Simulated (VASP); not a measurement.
A run of VASP 6.6.1 is set up as follows.

File POSCAR:

```
Ga2O3
1.0
    6.3112356862     -1.5651446955     -0.0025700363
    6.3112356862      1.5651446955     -0.0025700363
   -1.4251478505      0.0000000000      5.5475376980
Ga O
4 6
Direct
    0.3416858684      0.3416858684      0.6869321099
    0.6583141316      0.6583141316      0.3130678901
    0.9142575863      0.9142575863      0.2123513089
    0.0857424137      0.0857424137      0.7876486911
    0.5028840960      0.5028840960      0.7399430982
    0.4971159040      0.4971159040      0.2600569018
    0.8250118976      0.8250118976      0.4318374081
    0.1749881024      0.1749881024      0.5681625919
    0.1582227571      0.1582227571      0.1084951091
    0.8417772429      0.8417772429      0.8915048909
```

The input INCAR.step1:

```
SYSTEM = Ga2O3
PREC     = Accurate       ! precision mode
ENCUT    = 520            ! plane-wave cutoff, eV
ISMEAR   = 0              ! smearing method
SIGMA    = 0.01           ! smearing width, eV
LREAL    = .FALSE.        ! projectors in reciprocal space
LASPH    = .TRUE.         ! aspherical terms in the spheres
NELM     = 100            ! most SCF steps
NBANDS   = 55             ! bands
GGA      = PE             ! functional
ALGO     = Normal         ! electronic algorithm
EDIFF    = 1E-4           ! SCF threshold, eV
LWAVE    = .TRUE.         ! write WAVECAR
LCHARG   = .FALSE.        ! write CHGCAR
```

File INCAR.step2:

```
SYSTEM = Ga2O3
PREC     = Accurate       ! precision mode
ENCUT    = 520            ! plane-wave cutoff, eV
EDIFF    = 1E-7           ! SCF threshold, eV
ISMEAR   = 0              ! smearing method
SIGMA    = 0.01           ! smearing width, eV
LREAL    = .FALSE.        ! projectors in reciprocal space
LASPH    = .TRUE.         ! aspherical terms in the spheres
NELM     = 100            ! most SCF steps
ALGO     = Normal         ! electronic algorithm
ISIF     = 2              ! what is computed and relaxed
LWAVE    = .FALSE.        ! write WAVECAR
LCHARG   = .FALSE.        ! write CHGCAR
METAGGA  = R2SCAN         ! meta-GGA
LMIXTAU  = .TRUE.       
NBANDS   = 55             ! bands
ISTART   = 1
```

File KPOINTS:

```
regular mesh
0
G
  8 8 4
  0 0 0
```

Potentials or basis: VASP PAW PBE potentials, release 64 (Ga_d, O).

Launch:

```console
$ cat potpaw_PBE.64/Ga_d/POTCAR potpaw_PBE.64/O/POTCAR > POTCAR
$ cp INCAR.step1 INCAR
$ mpirun -np 1 vasp_std > vasp.out
$ cp INCAR.step2 INCAR
$ mpirun -np 1 vasp_std > vasp.out
```

Problem. Estimate the pressure.

Solution. -5.4 GPa.

Problem. Predict the largest force.

Solution. 0.076 eV/Å.

Problem. Predict the band gap on the k mesh.

Solution. 2.53 eV.

Stress tensor (GPa, compression positive):
```
 -7.11   0.00   0.13
  0.00 -10.52   0.00
  0.13   0.00   1.54
```

Caveat: the cell differs from its parent crystal (epitaxial xy strain +3.0%); the stress differs along the axes, from -11 to 2 GPa; the PAW data sets were made with another functional, which shifts forces and pressure a little. A k mesh can miss the band edges.
